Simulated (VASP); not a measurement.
# PbSe (Cmmm) in VASP: further runs

The runs below take PbSe through single point, with PBE+D3(BJ).

All numbers are computed with VASP 6.6.1; they aren't measurements. Logs are shortened: lines on timing, memory, paths and dates and some standing lists are left out, and cuts for length are marked.

### Step 1. The cell of the first run

It takes space group Cmmm (No. 65, orthorhombic). Conventional cell: a = 5.191 Å, b = 5.512 Å, c = 3.784 Å, α = 90.00°, β = 90.00°, γ = 90.00°. Within 4.2 Å of Pb (site symmetry mmm) lie 8 Se at 3.21 to 3.34 Å and 6 Pb at 3.78 to 3.79 Å. Se (site symmetry mmm) has 8 Pb at 3.21 to 3.34 Å and 6 Se at 3.78 to 3.79 Å within 4.2 Å.

### Step 2. Single point, PBE+D3(BJ) (strain -0.0600 x Voigt [0, 0, 0, 0, 1, 0])

Input file INCAR:

```
PREC     = Accurate       # precision mode
ENCUT    = 520            # plane-wave cutoff, eV
EDIFF    = 1E-7           # SCF threshold, eV
ISMEAR   = 0              # smearing method
SIGMA    = 0.15           # smearing width, eV
LREAL    = False          # projectors in reciprocal space
LASPH    = True           # aspherical terms in the spheres
NELM     = 60             # most SCF steps
ALGO     = Normal         # electronic algorithm
ISIF     = 2              # what is computed and relaxed
LWAVE    = False          # write WAVECAR
LCHARG   = True           # write CHGCAR
GGA      = PE             # functional
IVDW     = 12             # dispersion correction
LELF     = True           # ELF
LVHAR    = True         
NBANDS   = 17             # bands
```

Input file KPOINTS:

```
regular mesh
0
Gamma
  12 12 12
```

Input file POSCAR:

```
PbSe
1.0
    3.7843220000      0.0000000000     -0.1135296600
    0.0000000000      3.7843220000      0.0000000000
   -0.1135296600      0.0000000000      3.7843220000
Pb Se
1 1
Direct
    0.0000000000      0.0000000000      0.0000000000
    0.5000000000      0.5000000000      0.5000000000
```

Potentials or basis: VASP PAW PBE potentials, release 64 (Pb_d, Se).

Started as:

```
> cat potpaw_PBE.64/Pb_d/POTCAR potpaw_PBE.64/Se/POTCAR > POTCAR
> mpirun -np 1 vasp_std > vasp.out
```

OUTCAR:

```text
PREC = Accurate
   ENCUT = 520
   EDIFF = 1E-7
   ISMEAR = 0
   LREAL = False
   LASPH = True
   NELM = 60
   ISIF = 2
   GGA = PE
   IVDW = 12
 IVDW          = 12

 ion  position               nearest neighbor table
   1  0.000  0.000  0.000-   2 3.21   2 3.21   2 3.21   2 3.21   2 3.34   2 3.34   2 3.34   2 3.34

   2  0.500  0.500  0.500-   1 3.21   1 3.21   1 3.21   1 3.21   1 3.34   1 3.34   1 3.34   1 3.34

  LATTYP: Found a base centered orthorhombic cell.
 ALAT       =     5.1912843119
 B/A-ratio  =     1.0618556701
 C/A-ratio  =     0.7289760631

  Lattice vectors:

 A1 = (  -0.1135296600,   0.0000000000,   3.7843220000)
 A2 = (   3.7843220000,   0.0000000000,  -0.1135296600)
 A3 = (   0.0000000000,   3.7843220000,   0.0000000000)

Analysis of symmetry for initial positions (statically):
=====================================================================
 Subroutine PRICEL returns:
 Original cell was already a primitive cell.

 Routine SETGRP: Setting up the symmetry group for a
 base centered orthorhombic supercell.

 Subroutine GETGRP returns: Found  8 space group operations
 (whereof  8 operations were pure point group operations)
 out of a pool of  8 trial point group operations.

The static configuration has the point symmetry D_2h.

Analysis of symmetry for dynamics (positions and initial velocities):
=====================================================================
 Subroutine PRICEL returns:
 Original cell was already a primitive cell.

 Routine SETGRP: Setting up the symmetry group for a
 base centered orthorhombic supercell.

 Subroutine GETGRP returns: Found  8 space group operations
 (whereof  8 operations were pure point group operations)
 out of a pool of  8 trial point group operations.

The dynamic configuration has the point symmetry D_2h.

 Subroutine INISYM returns: Found  8 space group operations
 (whereof  8 operations are pure point group operations),
 and found     1 'primitive' translations

----------------------------------------------------------------------------------------

                                     Primitive cell

  volume of cell :      54.1469

  direct lattice vectors                    reciprocal lattice vectors
     3.784322000  0.000000000 -0.113529660     0.264486164  0.000000000  0.007934585
     0.000000000  3.784322000  0.000000000     0.000000000  0.264248127  0.000000000
    -0.113529660  0.000000000  3.784322000     0.007934585  0.000000000  0.264486164

  length of vectors
     3.786024562  3.784322000  3.786024562     0.264605156  0.264248127  0.264605156

  position of ions in fractional coordinates (direct lattice)
     0.000000000  0.000000000  0.000000000
     0.500000000  0.500000000  0.500000000

  ion indices of the primitive-cell ions
   primitive index   ion index
                 1           1
                 2           2

----------------------------------------------------------------------------------------

 KPOINTS: regular mesh

Automatic generation of k-mesh.
 Grid dimensions read from file:
 generate k-points for:   12   12   12

 Generating k-lattice:

  Cartesian coordinates                     Fractional coordinates (reciprocal lattice)
     0.022040514  0.000000000  0.000661215     0.083333333  0.000000000  0.000000000
     0.000000000  0.022020677  0.000000000     0.000000000  0.083333333  0.000000000
     0.000661215  0.000000000  0.022040514     0.000000000  0.000000000  0.083333333

  Length of vectors
     0.022050430  0.022020677  0.022050430

  Shift w.r.t. Gamma in fractional coordinates (k-lattice)
     0.000000000  0.000000000  0.000000000

 Subroutine IBZKPT returns following result:
 ===========================================

 Found    301 irreducible k-points:

 Following reciprocal coordinates:
            Coordinates               Weight
  0.000000  0.000000  0.000000      1.000000
  0.083333  0.000000  0.000000      4.000000
  0.166667  0.000000  0.000000      4.000000
  0.250000  0.000000  0.000000      4.000000
  0.333333  0.000000  0.000000      4.000000
  0.416667  0.000000  0.000000      4.000000
[... 16 lines left out ...]
  0.083333  0.250000  0.000000      8.000000
  0.166667  0.250000  0.000000      8.000000
 [... further k-points ...]
   k-points           NKPTS =    301   k-points in BZ     NKDIM =    301   number of bands    NBANDS=     17
   number of dos      NEDOS =    301   number of ions     NIONS =      2
   total plane-waves  NPLWV =  21952
   dimension x,y,z NGX =    28 NGY =   28 NGZ =   28
   dimension x,y,z NGXF=    56 NGYF=   56 NGZF=   56
   ions per type =               1   1
   NGX,Y,Z   is equivalent  to a cutoff of  12.29, 12.30, 12.29 a.u.
   NGXF,Y,Z  is equivalent  to a cutoff of  24.59, 24.60, 24.59 a.u.
 SYSTEM =  unknown system
   PREC   = accura    normal or accurate (medium, high low for compatibility)
   ISTART =      0    job   : 0-new  1-cont  2-samecut
   ICHARG =      2    charge: 1-file 2-atom 10-const
   ISPIN  =      1    spin polarized calculation?
   LNONCOLLINEAR =      F non collinear calculations
   LSORBIT =      F    spin-orbit coupling
   LASPH  =      T    aspherical Exc in radial PAW
   ENCUT  =  520.0 eV  38.22 Ry    6.18 a.u.   7.04  7.04  7.04*2*pi/ulx,y,z
   NELM   =     60;   NELMIN=  2; NELMDL= -5     # of ELM steps
   EDIFF  = 0.1E-06   stopping-criterion for ELM
   LREAL  =      F    real-space projection
   EDIFFG = 0.1E-05   stopping-criterion for IOM
   NSW    =      0    number of steps for IOM
   IBRION =     -1    ionic relax: 0-MD 1-quasi-New 2-CG
   NFREE  =      0    steps in history (QN), initial steepest desc. (CG)
   ISIF   =      2    stress and relaxation
   ISYM   =      2    0-nonsym 1-usesym 2-fastsym
   POTIM  = 0.5000    time-step for ionic-motion
   TEBEG  =    0.0;   TEEND  =   0.0 temperature during run
   PSTRESS=    0.0 pullay stress
   NELECT =      20.0000    total number of electrons
   NUPDOWN=      -1.0000    fix difference up-down
   EMIN   =  10.00;   EMAX   =-10.00  energy-range for DOS
   EFERMI =   0.00;   METHOD = LEGACY
   ISMEAR =     0;   SIGMA  =   0.15  broadening in eV -4-tet -1-fermi 0-gaus
   EFERMI_NEDOS =   21; number of points for ismear=-14 and -15
   IALGO  =     38    algorithm
   IMIX   =      4    mixing-type and parameters
     AMIX     =   0.40;   BMIX     =  1.00
     AMIX_MAG =   1.60;   BMIX_MAG =  1.00
  volume/ion in A,a.u.               =      27.07       182.70
  Fermi-wavevector in a.u.,A,eV,Ry     =   1.174610  2.219691 18.772082  1.379709
  Thomas-Fermi vector in A             =   2.311004
   LORBIT       =      0    0 simple, 1 ext, 2 COOP (PROOUT), +10 PAW based schemes
   GGA     = PE    functional components
   LHFCALC =     F    Hartree Fock is set to
   AEXX    =    0.0000 exact exchange contribution
   IVDW    =    12    specifies the selected vdW correction
   LEPSILON=     F    determine dielectric tensor
   LRPA    =     F    only Hartree local field effects (RPA)
 non-spin polarized calculation
 Gauss-broadening in eV      SIGMA  =   0.15
  energy-cutoff  :      520.00
  volume of cell :       54.15
 maximum number of plane-waves:      1478
   NGX = 15   NGY = 15   NGZ = 15

 number of electron      20.0000008 magnetization

 Free energy of the ion-electron system (eV)
  ---------------------------------------------------
  ext. energy  EPLUGINS =         0.00000000
  ---------------------------------------------------
  free energy    TOTEN  =        -7.71930036 eV

  energy without entropy =       -7.70965861  energy(sigma->0) =       -7.71447948

 E-fermi :   5.3624     XC(G=0):  -9.9556

 val. band max:        5.3560344042   @ k =   0.3333   0.0833   0.0833
 cond. band min:       5.3802926338   @ k =   0.2500   0.1667   0.0833
 fundamental gap:      0.0242582295
 Fermi energy:         5.3624163973

 k-point     1 :       0.0000    0.0000    0.0000
  band No.  band energies     occupation
      1     -11.5985      2.00000
      2     -11.5976      2.00000
      3     -11.4538      2.00000
      4     -11.4504      2.00000
      5     -11.4437      2.00000
      6      -7.8619      2.00000
[... 9 lines left out ...]
     16      16.3343      0.00000
     17      17.9897      0.00000

 k-point     2 :       0.0833    0.0000    0.0000
  band No.  band energies     occupation
      1     -11.5979      2.00000
      2     -11.5902      2.00000
      3     -11.4553      2.00000
      4     -11.4530      2.00000
      5     -11.4448      2.00000
      6      -7.8107      2.00000
[... 9 lines left out ...]
     16      16.7334      0.00000
     17      17.7654      0.00000

 k-point     3 :       0.1667    0.0000    0.0000
  band No.  band energies     occupation
      1     -11.5968      2.00000
      2     -11.5693      2.00000
      3     -11.4612      2.00000
      4     -11.4603      2.00000
      5     -11.4460      2.00000
      6      -7.6617      2.00000
[... 9 lines left out ...]
     16      16.8380      0.00000
     17      17.4566      0.00000

 k-point     4 :       0.2500    0.0000    0.0000
  band No.  band energies     occupation
      1     -11.5954      2.00000
      2     -11.5408      2.00000
      3     -11.4710      2.00000
      4     -11.4702      2.00000
      5     -11.4459      2.00000
      6      -7.4314      2.00000
[... 9 lines left out ...]
     16      15.8280      0.00000
     17      17.5318      0.00000
[... 343 lines left out ...]
      1     -11.5943      2.00000
      2     -11.5415      2.00000
      3     -11.4736      2.00000
      4     -11.4666      2.00000
      5     -11.4476      2.00000
      6      -7.4316      2.00000
[... 9 lines left out ...]
     16      15.8029      0.00000
     17      16.9548      0.00000

 k-point    23 :       0.0833    0.2500    0.0000
  band No.  band energies     occupation
      1     -11.5887      2.00000
      2     -11.5388      2.00000
      3     -11.4764      2.00000
      4     -11.4680      2.00000
      5     -11.4501      2.00000
      6      -7.3835      2.00000
[... 9 lines left out ...]
     16      15.7153      0.00000
     17      16.4952      0.00000

 k-point    24 :       0.1667    0.2500    0.0000
  band No.  band energies     occupation
      1     -11.5764      2.00000
      2     -11.5287      2.00000
      3     -11.4875      2.00000
      4     -11.4683      2.00000
      5     -11.4568      2.00000
      6      -7.2449      2.00000
[... 9 lines left out ...]
     16      15.0109      0.00000
     17      16.2914      0.00000

 [... further k-points ...]

------------------------ aborting loop because EDIFF is reached ----------------------------------------

 Edisp (eV)   -0.77993

 E8    (eV) :    -0.3630

  FORCE on cell =-STRESS in cart. coord.  units (eV):
  Direction    XX          YY          ZZ          XY          YZ          ZX
  --------------------------------------------------------------------------------------
  -------------------------------------------------------------------------------------
  Total      -0.72965    -0.69189    -0.72965     0.00000     0.00000     0.13604
  in kB     -21.58996   -20.47272   -21.58996     0.00000     0.00000     4.02545
  external pressure =      -21.22 kB  Pullay stress =        0.00 kB

 VOLUME and BASIS-vectors are now :
 -----------------------------------------------------------------------------
  energy-cutoff  :      520.00
  volume of cell :       54.15
      direct lattice vectors                 reciprocal lattice vectors
     3.784322000  0.000000000 -0.113529660     0.264486164  0.000000000  0.007934585
     0.000000000  3.784322000  0.000000000     0.000000000  0.264248127  0.000000000
    -0.113529660  0.000000000  3.784322000     0.007934585  0.000000000  0.264486164

 POSITION                                       TOTAL-FORCE (eV/Angst)
 -----------------------------------------------------------------------------------
      0.00000      0.00000      0.00000         0.000000      0.000000      0.000000
      1.83540      1.89216      1.83540        -0.000000      0.000000      0.000000
 -----------------------------------------------------------------------------------
    total drift:                               -0.000000      0.000000     -0.000000

  FREE ENERGIE OF THE ION-ELECTRON SYSTEM (eV)
  ---------------------------------------------------
  free  energy   TOTEN  =        -8.4992280007 eV

  energy  without entropy=       -8.4895862483  energy(sigma->0) =       -8.49440712
```

It took 80 s on 1 thread of Intel Xeon 6975P-C (Granite Rapids), shared host; peak memory 0.39 GiB.

Results:

| Property | Result |
| --- | --- |
| Free energy | -8.4992 eV |
| Pressure | -2.1 GPa |
| Band gap on the k mesh | zero (band 10 reaches 5.51 eV, above the bottom of band 11 at 4.60 eV) |
| Dispersion energy per atom | -0.390 eV |

Stress tensor (GPa, compression positive):
```
-2.16  0.00  0.40
 0.00 -2.05  0.00
 0.40  0.00 -2.16
```

Caveat: the cell differs from its parent crystal (strain -0.0600 x Voigt [0, 0, 0, 0, 1, 0]); spin-orbit coupling is left out, which moves the levels of the heavy elements; pairwise dispersion overbinds metals, which lowers pressure and volume.

### Step 3. Single point, PBE+D3(BJ) (strain +0.0450 x Voigt [0, 0, 0, 0, 1, 0])

Input file INCAR:

```
SYSTEM = PbSe
  PREC = Accurate
  ENCUT = 520
  EDIFF = 1E-6
  ISMEAR = 0
  SIGMA = 0.15
  LREAL = .FALSE.
  LASPH = .TRUE.
  NELM = 100
  ALGO = Normal
  ISIF = 2
  LWAVE = .FALSE.
  LCHARG = .TRUE.
  GGA = PE
  IVDW = 12
  LELF = .TRUE.
  LVHAR = .TRUE.
  NBANDS = 17
```

Input file KPOINTS:

```
regular mesh
0
G
  12 12 12
  0 0 0
```

Input file POSCAR:

```
PbSe
1.0
    3.7843220000      0.0000000000      0.0851472450
    0.0000000000      3.7843220000      0.0000000000
    0.0851472450      0.0000000000      3.7843220000
Pb Se
1 1
Direct
    0.0000000000      0.0000000000      0.0000000000
    0.5000000000      0.5000000000      0.5000000000
```

Potentials or basis: VASP PAW PBE potentials, release 64 (Pb_d, Se).

Started as:

```
> cat potpaw_PBE.64/Pb_d/POTCAR potpaw_PBE.64/Se/POTCAR > POTCAR
> mpirun -np 1 vasp_std > vasp.out
```

OUTCAR:

```text
SYSTEM = PbSe
   PREC = Accurate
   ENCUT = 520
   EDIFF = 1E-6
   ISMEAR = 0
   LREAL = .FALSE.
   LASPH = .TRUE.
   NELM = 100
   ISIF = 2
   GGA = PE
   IVDW = 12
 IVDW          = 12

 ion  position               nearest neighbor table
   1  0.000  0.000  0.000-   2 3.23   2 3.23   2 3.23   2 3.23   2 3.33   2 3.33   2 3.33   2 3.33

   2  0.500  0.500  0.500-   1 3.23   1 3.23   1 3.23   1 3.23   1 3.33   1 3.33   1 3.33   1 3.33

  LATTYP: Found a base centered orthorhombic cell.
 ALAT       =     5.2314231081
 B/A-ratio  =     1.0460358056
 C/A-ratio  =     0.7233828964

[... 670 lines left out ...]

 Edisp (eV)   -0.77958

 E8    (eV) :    -0.3628

  FORCE on cell =-STRESS in cart. coord.  units (eV):
  Direction    XX          YY          ZZ          XY          YZ          ZX
  --------------------------------------------------------------------------------------
  -------------------------------------------------------------------------------------
  Total      -0.75078    -0.72976    -0.75078     0.00000     0.00000    -0.10374
  in kB     -22.20633   -21.58469   -22.20633     0.00000     0.00000    -3.06839
  external pressure =      -22.00 kB  Pullay stress =        0.00 kB

 VOLUME and BASIS-vectors are now :
 -----------------------------------------------------------------------------
  energy-cutoff  :      520.00
  volume of cell :       54.17
      direct lattice vectors                 reciprocal lattice vectors
     3.784322000  0.000000000  0.085147245     0.264381970  0.000000000 -0.005948594
     0.000000000  3.784322000  0.000000000     0.000000000  0.264248127  0.000000000
     0.085147245  0.000000000  3.784322000    -0.005948594  0.000000000  0.264381970

 POSITION                                       TOTAL-FORCE (eV/Angst)
 -----------------------------------------------------------------------------------
      0.00000      0.00000      0.00000         0.000000      0.000000      0.000000
      1.93473      1.89216      1.93473        -0.000000      0.000000      0.000000
 -----------------------------------------------------------------------------------
    total drift:                               -0.000000      0.000000     -0.000000

  FREE ENERGIE OF THE ION-ELECTRON SYSTEM (eV)
  ---------------------------------------------------
  free  energy   TOTEN  =        -8.5007453250 eV

  energy  without entropy=       -8.4908800650  energy(sigma->0) =       -8.49581269
```

stdout:

```text
POSCAR found type information on POSCAR PbSe
 POSCAR found :  2 types and       2 ions
 scaLAPACK will be used
 LDA part: xc-table for (Slater+PW92), standard interpolation
 POSCAR, INCAR and KPOINTS ok, starting setup
 FFT: planning ... GRIDC
 FFT: planning ... GRID_SOFT
 FFT: planning ... GRID
 WAVECAR not read
 entering main loop
```

It took 78 s on 1 thread of Intel Xeon 6975P-C (Granite Rapids), shared host; peak memory 0.39 GiB.

Results:

- Free energy: -8.5007 eV
- Pressure: -2.2 GPa
- Band gap on the k mesh: zero (band 10 reaches 5.50 eV, above the bottom of band 11 at 4.64 eV)
- Dispersion energy per atom: -0.390 eV

Caveat: the cell differs from its parent crystal (strain +0.0450 x Voigt [0, 0, 0, 0, 1, 0]); spin-orbit coupling is left out, which moves the levels of the heavy elements; pairwise dispersion overbinds metals, which lowers pressure and volume.
